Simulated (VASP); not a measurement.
# C (Pm-3m) in VASP: notebook

Runs on C. Level: PBE. Tasks: single point.

All numbers are computed with VASP 6.6.1; they aren't measurements. Logs are shortened: lines on timing, memory, paths and dates and some standing lists are left out, and cuts for length are marked.

## 1. The cell of the first run

Symmetry: Pm-3m, No. 221, cubic system. The conventional cell has a = 1.753 Å, b = 1.753 Å, c = 1.753 Å, α = 90.00°, β = 90.00°, γ = 90.00°. Within 2.3 Å of C (site symmetry m-3m) lie 6 C at 1.75 Å.

## 2. Single point, PBE

File INCAR:

```
SYSTEM = C
  ALGO = Normal
  EDIFF = 1E-6
  ENCUT = 520
  GGA = PE
  ISIF = 2
  ISMEAR = -1
  LASPH = .TRUE.
  LCHARG = .TRUE.
  LELF = .TRUE.
  LREAL = .FALSE.
  LVHAR = .TRUE.
  LWAVE = .FALSE.
  NBANDS = 8
  NELM = 60
  PREC = Accurate
  SIGMA = 0.06122561905347299
```

File KPOINTS:

```
k-points
0
G
  31 31 31
  0 0 0
```

File POSCAR:

```
C
1.0
    1.7525549836      0.0000000000      0.0000000000
    0.0000000000      1.7525549836      0.0000000000
    0.0000000000      0.0000000000      1.7525549836
C
1
Direct
    0.0000000000      0.0000000000      0.0000000000
```

Potentials or basis: VASP PAW PBE potentials, release 64 (C).

The run is started by

```console
$ cat potpaw_PBE.64/C/POTCAR > POTCAR
$ mpirun -np 1 vasp_std > vasp.out
```

OUTCAR:

```text
SYSTEM = C
   EDIFF = 1E-6
   ENCUT = 520
   GGA = PE
   ISIF = 2
   ISMEAR = -1
   LASPH = .TRUE.
   LREAL = .FALSE.
   NELM = 60
   PREC = Accurate

 ion  position               nearest neighbor table
   1  0.000  0.000  0.000-

  LATTYP: Found a simple cubic cell.
 ALAT       =     1.7525549836

  Lattice vectors:

 A1 = (   1.7525549836,   0.0000000000,   0.0000000000)
 A2 = (   0.0000000000,   1.7525549836,   0.0000000000)
 A3 = (   0.0000000000,   0.0000000000,   1.7525549836)

Analysis of symmetry for initial positions (statically):
=====================================================================
 Subroutine PRICEL returns:
 Original cell was already a primitive cell.

 Routine SETGRP: Setting up the symmetry group for a
 simple cubic supercell.

 Subroutine GETGRP returns: Found 48 space group operations
 (whereof 48 operations were pure point group operations)
 out of a pool of 48 trial point group operations.

The static configuration has the point symmetry O_h .

Analysis of symmetry for dynamics (positions and initial velocities):
=====================================================================
 Subroutine PRICEL returns:
 Original cell was already a primitive cell.

 Routine SETGRP: Setting up the symmetry group for a
 simple cubic supercell.

 Subroutine GETGRP returns: Found 48 space group operations
 (whereof 48 operations were pure point group operations)
 out of a pool of 48 trial point group operations.

The dynamic configuration has the point symmetry O_h .

 Subroutine INISYM returns: Found 48 space group operations
 (whereof 48 operations are pure point group operations),
 and found     1 'primitive' translations

----------------------------------------------------------------------------------------

                                     Primitive cell

  volume of cell :       5.3829

  direct lattice vectors                    reciprocal lattice vectors
     1.752554984  0.000000000  0.000000000     0.570595507  0.000000000  0.000000000
     0.000000000  1.752554984  0.000000000     0.000000000  0.570595507  0.000000000
     0.000000000  0.000000000  1.752554984     0.000000000  0.000000000  0.570595507

  length of vectors
     1.752554984  1.752554984  1.752554984     0.570595507  0.570595507  0.570595507

[... 72 lines left out ...]
   ISPIN  =      1    spin polarized calculation?
   LNONCOLLINEAR =      F non collinear calculations
   LSORBIT =      F    spin-orbit coupling
   LASPH  =      T    aspherical Exc in radial PAW
   ENCUT  =  520.0 eV  38.22 Ry    6.18 a.u.   3.26  3.26  3.26*2*pi/ulx,y,z
   NELM   =     60;   NELMIN=  2; NELMDL= -5     # of ELM steps
   EDIFF  = 0.1E-05   stopping-criterion for ELM
   LREAL  =      F    real-space projection
   EDIFFG = 0.1E-04   stopping-criterion for IOM
   NSW    =      0    number of steps for IOM
   IBRION =     -1    ionic relax: 0-MD 1-quasi-New 2-CG
   NFREE  =      0    steps in history (QN), initial steepest desc. (CG)
   ISIF   =      2    stress and relaxation
   ISYM   =      2    0-nonsym 1-usesym 2-fastsym
   POTIM  = 0.5000    time-step for ionic-motion
   TEBEG  =    0.0;   TEEND  =   0.0 temperature during run
   PSTRESS=    0.0 pullay stress
   NELECT =       4.0000    total number of electrons
   NUPDOWN=      -1.0000    fix difference up-down
   EMIN   =  10.00;   EMAX   =-10.00  energy-range for DOS
   EFERMI =   0.00;   METHOD = LEGACY
   ISMEAR =    -1;   SIGMA  =   0.06  broadening in eV -4-tet -1-fermi 0-gaus
   EFERMI_NEDOS =   21; number of points for ismear=-14 and -15
   IALGO  =     38    algorithm
   IMIX   =      4    mixing-type and parameters
     AMIX     =   0.40;   BMIX     =  1.00
     AMIX_MAG =   1.60;   BMIX_MAG =  1.00
  volume/ion in A,a.u.               =       5.38        36.33
  Fermi-wavevector in a.u.,A,eV,Ry     =   1.482825  2.802133 29.916074  2.198769
  Thomas-Fermi vector in A             =   2.596563
   LORBIT       =      0    0 simple, 1 ext, 2 COOP (PROOUT), +10 PAW based schemes
   GGA     = PE    functional components
[... 5 lines left out ...]
 non-spin polarized calculation
  energy-cutoff  :      520.00
  volume of cell :        5.38
 maximum number of plane-waves:       155
 NGX is ok and might be reduce to    14
   NGX =  7   NGY =  7   NGZ =  7

 number of electron       4.0000001 magnetization

 Free energy of the ion-electron system (eV)
  ---------------------------------------------------
  ext. energy  EPLUGINS =         0.00000000
  ---------------------------------------------------
  free energy    TOTEN  =        -6.46362501 eV

  energy without entropy =       -6.46051940  energy(sigma->0) =       -6.46207221

 E-fermi :  11.5058     XC(G=0): -14.0048

 val. band max:       11.5053693810   @ k =   0.4839   0.3871   0.0645
 cond. band min:      11.5106792929   @ k =   0.4516   0.3871   0.0968
 fundamental gap:      0.0053099118
 Fermi energy:        11.5057617983

 k-point     1 :       0.0000    0.0000    0.0000
  band No.  band energies     occupation
      1     -11.2334      2.00000
      2      21.0529      0.00000
      3      21.0529      0.00000
      4      21.0529      0.00000
      5      37.2924      0.00000
      6      37.2924      0.00000
      7      43.4322      0.00000
      8      68.6966      0.00000
[... 243 lines left out ...]
 k-point    24 :       0.2581    0.0323    0.0000
  band No.  band energies     occupation
      1      -8.5282      2.00000
      2      10.0627      2.00000
      3      22.4137      0.00000
      4      22.6957      0.00000
      5      40.4690      0.00000
      6      42.3246      0.00000
      7      49.6451      0.00000
      8      57.9713      0.00000

 [... further k-points ...]

------------------------ aborting loop because EDIFF is reached ----------------------------------------

  FORCE on cell =-STRESS in cart. coord.  units (eV):
  Direction    XX          YY          ZZ          XY          YZ          ZX
  --------------------------------------------------------------------------------------
  -------------------------------------------------------------------------------------
  Total        0.4456675      0.4456675      0.4456675      0.0000000      0.0000000     -0.0000000
  in kB      132.6498019    132.6498019    132.6498019      0.0000000      0.0000000     -0.0000000
  external PRESSURE =     132.6498019 kB  Pullay stress =       0.0000000 kB

 VOLUME and BASIS-vectors are now :
 -----------------------------------------------------------------------------
  energy-cutoff  :      520.00
  volume of cell :        5.38
      direct lattice vectors                 reciprocal lattice vectors
     1.752554984  0.000000000  0.000000000     0.570595507  0.000000000  0.000000000
     0.000000000  1.752554984  0.000000000     0.000000000  0.570595507  0.000000000
     0.000000000  0.000000000  1.752554984     0.000000000  0.000000000  0.570595507

 POSITION                                       TOTAL-FORCE (eV/Angst)
 -----------------------------------------------------------------------------------
      0.00000      0.00000      0.00000         0.000000      0.000000      0.000000
 -----------------------------------------------------------------------------------
    total drift:                               -0.000000     -0.000000     -0.000000

  FREE ENERGIE OF THE ION-ELECTRON SYSTEM (eV)
  ---------------------------------------------------
  free  energy   TOTEN  =        -6.4636250128 eV

  energy  without entropy=       -6.4605194040  energy(sigma->0) =       -6.46207221
```

Wall time 25 s (1 thread of Intel Xeon 8259CL, shared host); peak memory 0.13 GiB.

Results:

```yaml
Free_energy: -6.4636 eV
Pressure: 13.3 GPa
Band_gap_on_the_k_mesh: zero (bands 2 and 3 overlap by 12.05 eV)
```

Caveat: the cell stands under pressure.

## 3. Single point, PBE

This run uses another cell than the first one, of 5.50 Å³/atom.

File INCAR:

```
PREC = Accurate
ENCUT = 520
EDIFF = 1E-6
ISMEAR = -1
SIGMA = 0.06122561905347299
LREAL = F
LASPH = T
NELM = 100
ALGO = Normal
ISIF = 2
LWAVE = F
LCHARG = F
GGA = PE
NBANDS = 8
```

File KPOINTS:

```
regular mesh
0
Gamma
  31 31 31
```

File POSCAR:

```
C
1.0
    1.7646419516      0.0000000000      0.0000000000
    0.0000000000      1.7646419516      0.0000000000
    0.0000000000      0.0000000000      1.7646419516
C
1
Direct
    0.0000000000      0.0000000000      0.0000000000
```

Potentials or basis: VASP PAW PBE potentials, release 64 (C).

The run is started by

```console
$ cat potpaw_PBE.64/C/POTCAR > POTCAR
$ mpirun -np 1 vasp_std > vasp.out
```

OUTCAR:

```text
PREC = Accurate
   ENCUT = 520
   EDIFF = 1E-6
   ISMEAR = -1
   LREAL = F
   LASPH = T
   NELM = 100
   ISIF = 2
   GGA = PE

 ion  position               nearest neighbor table
   1  0.000  0.000  0.000-

  LATTYP: Found a simple cubic cell.
 ALAT       =     1.7646419516

  Lattice vectors:

 A1 = (   1.7646419516,   0.0000000000,   0.0000000000)
 A2 = (   0.0000000000,   1.7646419516,   0.0000000000)
 A3 = (   0.0000000000,   0.0000000000,   1.7646419516)

Analysis of symmetry for initial positions (statically):
=====================================================================
 Subroutine PRICEL returns:
 Original cell was already a primitive cell.

 Routine SETGRP: Setting up the symmetry group for a
 simple cubic supercell.

 Subroutine GETGRP returns: Found 48 space group operations
 (whereof 48 operations were pure point group operations)
 out of a pool of 48 trial point group operations.

The static configuration has the point symmetry O_h .

Analysis of symmetry for dynamics (positions and initial velocities):
=====================================================================
 Subroutine PRICEL returns:
[... 159 lines left out ...]
 fundamental gap:      0.0125143657
 Fermi energy:        11.1312778170

 k-point     1 :       0.0000    0.0000    0.0000
  band No.  band energies     occupation
      1     -11.2477      2.00000
      2      20.5529      0.00000
      3      20.5529      0.00000
      4      20.5529      0.00000
      5      36.7515      0.00000
      6      36.7515      0.00000
      7      42.5739      0.00000
      8      67.6339      0.00000
[... 243 lines left out ...]
 k-point    24 :       0.2581    0.0323    0.0000
  band No.  band energies     occupation
      1      -8.5775      2.00000
      2       9.7641      2.00000
      3      21.8809      0.00000
      4      22.1573      0.00000
      5      39.8782      0.00000
      6      41.5586      0.00000
      7      48.7989      0.00000
      8      57.1132      0.00000

 [... further k-points ...]

------------------------ aborting loop because EDIFF is reached ----------------------------------------

  FORCE on cell =-STRESS in cart. coord.  units (eV):
  Direction    XX          YY          ZZ          XY          YZ          ZX
  --------------------------------------------------------------------------------------
  -------------------------------------------------------------------------------------
  Total        0.2029242      0.2029242      0.2029242     -0.0000000     -0.0000000      0.0000000
  in kB       59.1663371     59.1663371     59.1663371     -0.0000000     -0.0000000      0.0000000
  external PRESSURE =      59.1663371 kB  Pullay stress =       0.0000000 kB

 VOLUME and BASIS-vectors are now :
 -----------------------------------------------------------------------------
  energy-cutoff  :      520.00
  volume of cell :        5.50
      direct lattice vectors                 reciprocal lattice vectors
     1.764641952  0.000000000  0.000000000     0.566687196  0.000000000  0.000000000
     0.000000000  1.764641952  0.000000000     0.000000000  0.566687196  0.000000000
     0.000000000  0.000000000  1.764641952     0.000000000  0.000000000  0.566687196

 POSITION                                       TOTAL-FORCE (eV/Angst)
 -----------------------------------------------------------------------------------
      0.00000      0.00000      0.00000         0.000000      0.000000      0.000000
 -----------------------------------------------------------------------------------
    total drift:                               -0.000000     -0.000000     -0.000000

  FREE ENERGIE OF THE ION-ELECTRON SYSTEM (eV)
  ---------------------------------------------------
  free  energy   TOTEN  =        -6.4704131975 eV

  energy  without entropy=       -6.4673923147  energy(sigma->0) =       -6.46890276
```

OSZICAR:

```text
N       E                     dE             d eps       ncg     rms          rms(c)
DAV:   1    -0.489784267288E+01   -0.48978E+01   -0.27086E+03 14928   0.506E+02
DAV:   2    -0.647978724866E+01   -0.15819E+01   -0.14704E+01 17008   0.291E+01
DAV:   3    -0.648314352881E+01   -0.33563E-02   -0.33559E-02 14968   0.143E+00
DAV:   4    -0.648314406893E+01   -0.54012E-06   -0.54003E-06 19976   0.173E-02
DAV:   5    -0.648314406785E+01    0.10821E-08   -0.74370E-10 14888   0.101E-04    0.199E+00
DAV:   6    -0.647102709187E+01    0.12117E-01   -0.11712E-02 14616   0.707E-01    0.124E+00
DAV:   7    -0.647027391631E+01    0.75318E-03   -0.16814E-02 14616   0.910E-01    0.152E-01
DAV:   8    -0.647041412072E+01   -0.14020E-03   -0.26782E-04 13976   0.129E-01    0.184E-02
DAV:   9    -0.647041250110E+01    0.16196E-05   -0.18289E-05 17368   0.294E-02    0.874E-03
DAV:  10    -0.647041319748E+01   -0.69638E-06   -0.42818E-07 14400   0.555E-03
   1 F= -.64704132E+01 E0= -.64689028E+01  d E =-.302088E-02
```

stdout:

```text
POSCAR found type information on POSCAR C
 POSCAR found :  1 types and       1 ions
 scaLAPACK will be used
 LDA part: xc-table for (Slater+PW92), standard interpolation
 POSCAR, INCAR and KPOINTS ok, starting setup
 FFT: planning ... GRIDC
 FFT: planning ... GRID_SOFT
 FFT: planning ... GRID
 WAVECAR not read
 entering main loop
```

It took 24 s on 1 thread of Intel Xeon 8259CL, shared host; peak memory 0.13 GiB.

Results:

| Quantity | Value |
| --- | --- |
| Free energy | -6.4704 eV |
| Pressure | 5.9 GPa |
| Band gap on the k mesh | zero (bands 2 and 3 overlap by 12.00 eV) |

Caveat: the cell stands under pressure.

## 4. Single point, PBE

This run uses another cell than the first one, of 5.61 Å³/atom.

File INCAR:

```
SYSTEM = C
ALGO = Normal ; EDIFF = 1E-6
ENCUT = 520 ; GGA = PE
ISIF = 2 ; ISMEAR = -1
LASPH = .True. ; LCHARG = .True.
LELF = .True. ; LREAL = .False.
LVHAR = .True. ; LWAVE = .False.
NBANDS = 8 ; NELM = 60
PREC = Accurate ; SIGMA = 0.06122561905347299
```

File KPOINTS:

```
k-points
0
Gamma
  31 31 31
  0 0 0
```

File POSCAR:

```
C
1.0
    1.7765655697      0.0000000000      0.0000000000
    0.0000000000      1.7765655697      0.0000000000
    0.0000000000      0.0000000000      1.7765655697
C
1
Direct
    0.0000000000      0.0000000000      0.0000000000
```

The run is started by

```console
$ cat potpaw_PBE.64/C/POTCAR > POTCAR
$ mpirun -np 1 vasp_std > vasp.out
```

It took 24 s on 1 thread of Intel Xeon 8259CL, shared host; peak memory 0.13 GiB.

It converged, with:

```
Free energy            : -6.4723 eV
Pressure               : -0.8 GPa
Band gap on the k mesh : zero (bands 2 and 3 overlap by 11.94 eV)
```

Levels at points of the mesh, in eV from the Fermi level:
```
           k point  band 1  band 2  band 3  band 4  band 5
(0.00, 0.00, 0.00)  -22.03    9.30    9.30    9.30   25.46
```

## 5. Single point, PBE

This run uses another cell than the first one, of 5.61 Å³/atom.

File INCAR:

```
ALGO     = Normal         # electronic algorithm
EDIFF    = 1E-6           # SCF threshold, eV
ENCUT    = 520            # plane-wave cutoff, eV
GGA      = PE             # functional
ISIF     = 2              # what is computed and relaxed
ISMEAR   = -1             # smearing method
LASPH    = T              # aspherical terms in the spheres
LCHARG   = T              # write CHGCAR
LELF     = T              # ELF
LREAL    = F              # projectors in reciprocal space
LVHAR    = T            
LWAVE    = F              # write WAVECAR
NBANDS   = 8              # bands
NELM     = 60             # most SCF steps
PREC     = Accurate       # precision mode
SIGMA    = 0.06122561905347299 # smearing width, eV
```

File KPOINTS:

```
k-points
0
Gamma
  31 31 31
```

POSCAR is that of step 4.

The run is started by

```console
$ cat potpaw_PBE.64/C/POTCAR > POTCAR
$ mpirun -np 1 vasp_std > vasp.out
```

Wall time 27 s (1 thread of Intel Xeon 8259CL, shared host); peak memory 0.13 GiB.

Results (log left out):

```
Free energy            : -6.4723 eV
Pressure               : -0.8 GPa
Band gap on the k mesh : zero (bands 2 and 3 overlap by 11.94 eV)
```

Levels at points of the mesh, in eV from the Fermi level:
| k point | band 1 | band 2 | band 3 | band 4 | band 5 | band 6 | band 7 |
| --- | --- | --- | --- | --- | --- | --- | --- |
| (0.00, 0.00, 0.00) | -22.03 | 9.30 | 9.30 | 9.30 | 25.46 | 25.46 | 30.97 |

## 6. Single point, PBE

This run uses another cell than the first one, of 5.72 Å³/atom.

File INCAR:

```
  PREC = Accurate
  ENCUT = 520
  EDIFF = 1E-6
  ISMEAR = -1
  SIGMA = 0.06122561905347299
  LREAL = False
  LASPH = True
  NELM = 100
  ALGO = Normal
  ISIF = 2
  LWAVE = False
  LCHARG = True
  GGA = PE
  LELF = True
  LVHAR = True
  NBANDS = 8
```

File KPOINTS:

```
regular mesh
0
Gamma
  31 31 31
```

File POSCAR:

```
C
1.0
    1.7883312475      0.0000000000      0.0000000000
    0.0000000000      1.7883312475      0.0000000000
    0.0000000000      0.0000000000      1.7883312475
C
1
Direct
    0.0000000000      0.0000000000      0.0000000000
```

Potentials or basis: VASP PAW PBE potentials, release 64 (C).

The run is started by

```console
$ cat potpaw_PBE.64/C/POTCAR > POTCAR
$ mpirun -np 1 vasp_std > vasp.out
```

Run time: 23 s. Hardware: 1 thread of Intel Xeon 8259CL, shared host; peak memory 0.13 GiB.

The run converged. Its results:

- Free energy: -6.4696 eV
- Pressure: -6.9 GPa
- Band gap on the k mesh: zero (bands 2 and 3 overlap by 11.88 eV)

Levels at points of the mesh, in eV from the Fermi level:
```tsv
k point	band 1	band 2	band 3	band 4	band 5	band 6
(0.00, 0.00, 0.00)	-21.70	9.17	9.17	9.17	25.30	25.30
```

Caveat: the cell stands under tension.

## 7. Summary

```tsv
cell	gap on the mesh (eV)	pressure (GPa)
a = 1.753 Å, 1 atom	none	13.3
a = 1.765 Å, 1 atom	none	5.9
a = 1.777 Å, 1 atom	none	-0.8
a = 1.788 Å, 1 atom	none	-6.9
```

Alike in all rows: task single point; level PBE; potentials or basis VASP PAW PBE potentials, release 64 (C); no spin polarisation; k mesh 31 × 31 × 31; cutoff (eV) 520; smearing fermi-dirac 0.0612256 eV.

Caveats: the cell stands under pressure (at least some runs); the cell stands under tension (at least some runs).

Total energies depend on the potentials used, so only differences within one code and one set of settings carry meaning.
